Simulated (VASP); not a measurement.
Write the native input for VASP 6.6.1 that does the following.

```
Task                   : single point
Functional             : PBE
Potentials or basis    : VASP PAW PBE potentials, release 64 (Rb_sv)
Cutoff                 : 500 eV
k mesh                 : 4 × 4 × 4
Occupations            : fermi-dirac, width 0.1 eV
Spin                   : no spin polarisation
Dipole correction      : no
Further INCAR settings : ALGO = Normal; EDIFF = 1e-06; NBANDS = 16
```

The structure of Rb lies in POSCAR:

```
Rb
1.0
    0.0000000000      3.1883338623      3.1883338623
    3.1883338623      0.0000000000      3.1883338623
    3.1883338623      3.1883338623      0.0000000000
Rb
2
Direct
    1.0000000000      1.0000000000      1.0000000000
    0.2500000000      0.2500000000      0.2500000000
```

This isn't the form of Rb at room conditions, which is bcc.

One way to write it, as run:

INCAR

```
PREC = Accurate ; ENCUT = 500
EDIFF = 1E-6 ; ISMEAR = -1
SIGMA = 0.1 ; LREAL = False
LASPH = True ; NELM = 120
ALGO = Normal ; ISIF = 2
LWAVE = False ; LCHARG = False
GGA = PE ; NBANDS = 16
GGA_COMPAT = False
```

KPOINTS

```
regular mesh
0
Gamma
  4 4 4
```

Potentials or basis: VASP PAW PBE potentials, release 64 (Rb_sv).

Launch:

```sh
$ cat potpaw_PBE.64/Rb_sv/POTCAR > POTCAR
$ mpirun -np 1 vasp_std > vasp.out
```

Results of the run:

```
Pressure               : 20.4 GPa
Band gap on the k mesh : zero (bands 9 and 10 overlap by 0.47 eV)
```

Caveat: the k points lie up to 0.43 Å⁻¹ apart.

It took 8.6 s on 1 thread of AMD EPYC 9R45 (Zen 5) (shared host), peak memory 0.16 GiB.
